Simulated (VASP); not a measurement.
Set up this calculation in VASP 6.6.1, as the native input.

- Task: single point
- Functional: PBEsol
- Potentials or basis: VASP PAW PBE potentials, release 64 (Bi_d)
- Cutoff: 520 eV
- k mesh: 6 × 6 × 2
- Occupations: gaussian, width 0.1 eV
- Spin: no spin polarisation
- Dipole correction: no
- Further INCAR settings: ALGO = Normal; EDIFF = 1e-06; NBANDS = 38

The structure of Bi lies in POSCAR:

```
Bi
1.0
    5.2509897508      0.0000000000      0.0000000000
   -2.6254948754      4.5474905192      0.0000000000
    0.0000000000      0.0000000000      6.7583892058
Bi
4
Direct
    0.0000000000      0.0000000000      0.2500000000
    0.0000000000      0.0000000000      0.7500000000
    0.3333333333      0.6666666667      0.7500000000
    0.6666666667      0.3333333333      0.2500000000
```

One way to write it, as run:

INCAR

```
  ALGO = Normal
  EDIFF = 1E-6
  ENCUT = 520
  GGA = PS
  ISIF = 2
  ISMEAR = 0
  LASPH = True
  LCHARG = False
  LREAL = False
  LWAVE = False
  NBANDS = 38
  NELM = 100
  PREC = Accurate
  SIGMA = 0.1
```

KPOINTS

```
k-points
0
Gamma
  6 6 2
```

Potentials or basis: VASP PAW PBE potentials, release 64 (Bi_d).

The run is started by

```bash
$ cat potpaw_PBE.64/Bi_d/POTCAR > POTCAR
$ mpirun -np 1 vasp_std > vasp.out
```

Results of the run:

| Item | Value |
| --- | --- |
| Pressure | -0.1 GPa |
| Band gap on the k mesh | zero (band 30 reaches 5.35 eV, above the bottom of band 31 at 4.67 eV) |

Caveat: the k points lie up to 0.46 Å⁻¹ apart; the PAW data sets were made with another functional, which shifts forces and pressure a little; spin-orbit coupling is left out, which moves the levels of the heavy elements.

It took 58 s on 1 thread of Intel(R) Xeon(R) Platinum 8375C CPU @ 2.90GHz (Ice Lake), on a shared host, peak memory 0.28 GiB.
